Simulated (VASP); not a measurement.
Set up this calculation in VASP 6.6.1, as the native input.

```
Task                   : single point
Functional             : PBE
Potentials or basis    : VASP PAW PBE potentials, release 64 (Ag)
Cutoff                 : 520 eV
k mesh                 : 18 × 18 × 18
Occupations            : fermi-dirac, width 0.08 eV
Spin                   : no spin polarisation
Dipole correction      : no
Further INCAR settings : ALGO = Normal; EDIFF = 1e-06; NBANDS = 12
```

The structure of Ag lies in POSCAR:

```
Ag
1.0
    0.0000000000      1.8294980257      1.8294980257
    1.8294980257      0.0000000000      1.8294980257
    1.8294980257      1.8294980257      0.0000000000
Ag
1
Direct
    0.0000000000      0.0000000000      0.0000000000
```

These files were run (other wordings do the same):

INCAR

```
SYSTEM = Ag
PREC     = Accurate       ! precision mode
ENCUT    = 520            ! plane-wave cutoff, eV
EDIFF    = 1E-6           ! SCF threshold, eV
ISMEAR   = -1             ! smearing method
SIGMA    = 0.08           ! smearing width, eV
LREAL    = .False.        ! projectors in reciprocal space
LASPH    = .True.         ! aspherical terms in the spheres
NELM     = 60             ! most SCF steps
ALGO     = Normal         ! electronic algorithm
ISIF     = 2              ! what is computed and relaxed
LWAVE    = .False.        ! write WAVECAR
LCHARG   = .False.        ! write CHGCAR
GGA      = PE             ! functional
NBANDS   = 12             ! bands
```

KPOINTS

```
Automatic mesh
0
Gamma
  18 18 18
  0 0 0
```

Potentials or basis: VASP PAW PBE potentials, release 64 (Ag).

The run is started by

```sh
$ cat potpaw_PBE.64/Ag/POTCAR > POTCAR
$ mpirun -np 1 vasp_std > vasp.out
```

It gave:

```
Pressure               : 99.1 GPa
Band gap on the k mesh : zero (an odd number of electrons rules out a gap without spin polarisation)
```

Caveat: the cell stands under pressure.

It took 24 s on 1 thread of Intel Xeon 8259CL, with other jobs on the host, peak memory 0.15 GiB.
